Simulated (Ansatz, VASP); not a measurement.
Ti in VASP and in Ansatz

```xyz
2
Lattice="2.9002 0.0000 0.0000 -1.4501 2.5116 0.0000 0.0000 0.0000 4.5908" Properties=species:S:1:pos:R:3 pbc="T T T"
Ti   -0.1560    1.6744    1.1477
Ti    1.6061    0.8372    3.4431
```

Change from the starting cell: mode 4 frozen in at -0.156 Å and mode 6 at +0.000 Å (largest displacements).

Alike in both runs: task single point; functional PBEsol; k mesh 18 × 18 × 10; occupations gaussian, width 0.15 eV; no spin polarisation.

```csv
,VASP,Ansatz
version,VASP 6.6.1,Ansatz 0.2.0
potentials or method,"VASP PAW PBE potentials, release 64 (Ti_sv), cutoff 520 eV","scalar-relativistic, plane waves, PAW"
valence electrons in the cell,24,24
```

```tsv
	VASP	Ansatz	Ansatz less VASP
gap on the k mesh at the Fermi level (eV)	none	none	-
pressure (GPa)	-0.8	-0.5	+0.29
traceless stress, the component that is largest in VASP (GPa)	3.39	3.45	+0.055
rms of the force components (eV/Å)	0.192	0.191	-0.0009
```

VASP's potentials were made for PBE, not for PBEsol, and Ansatz warns of the same on its side. Atom by atom the forces differ by 0.002 eV/Å (rms over components). A gap of «none» marks a metal or a gap that the smearing closes. With one functional, cell and mesh, what is left measures potentials, basis and numerics.
